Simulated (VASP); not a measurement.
Write the native input for VASP 6.6.1 that does the following.

* Task: single point
* Functional: revPBE
* Dispersion: D4
* Potentials or basis: VASP PAW PBE potentials, release 64 (Zr_sv)
* Cutoff: 520 eV
* k mesh: 10 × 10 × 10
* Occupations: methfessel-paxton, width 0.1 eV
* Spin: non-collinear spin, zero start, spin-orbit coupling
* Starting moments: [[0.0, 0.0, 0.0]] μB
* Dipole correction: no
* Further INCAR settings: ALGO = Normal; EDIFF = 1e-07; NBANDS = 23

The structure of Zr lies in POSCAR:

```
Zr
1.0
    0.0000000000      2.2550000000      2.2550000000
    2.2550000000      0.0000000000      2.2550000000
    2.2550000000      2.2550000000      0.0000000000
Zr
1
Direct
    0.0000000000      0.0000000000      0.0000000000
```

This isn't the form of Zr at room conditions, which is hcp.

One way to write it, as run:

INCAR

```
SYSTEM = Zr
PREC = Accurate ; ENCUT = 520
EDIFF = 1E-7 ; ISMEAR = 1
SIGMA = 0.1 ; LREAL = .False.
LASPH = .True. ; NELM = 150
ALGO = Normal ; ISIF = 2
LWAVE = .False. ; LCHARG = .True.
MAGMOM = 0 0 0 ; LORBIT = 11
LSORBIT = .True. ; GGA_COMPAT = .False.
LORBMOM = .True. ; LMAXMIX = 4
GGA = RE ; IVDW = 13
LVHAR = .True. ; NBANDS = 23
```

KPOINTS

```
regular mesh
0
Gamma
  10 10 10
  0 0 0
```

Potentials or basis: VASP PAW PBE potentials, release 64 (Zr_sv).

The run is started by

```sh
$ cat potpaw_PBE.64/Zr_sv/POTCAR > POTCAR
$ mpirun -np 1 vasp_ncl > vasp.out
```

Results of the run:

```
Pressure                                              : 0.9 GPa
Net moment                                            : 0.00 μB per cell
Valence electrons inside the program's atomic spheres : Zr 9.84
Dispersion energy per atom                            : -0.283 eV
```

Caveat: the PAW data sets were made with another functional, which shifts forces and pressure a little.

It took 21 s on 1 thread of Intel(R) Xeon(R) 6975P-C (Granite Rapids) (shared host), peak memory 0.21 GiB.
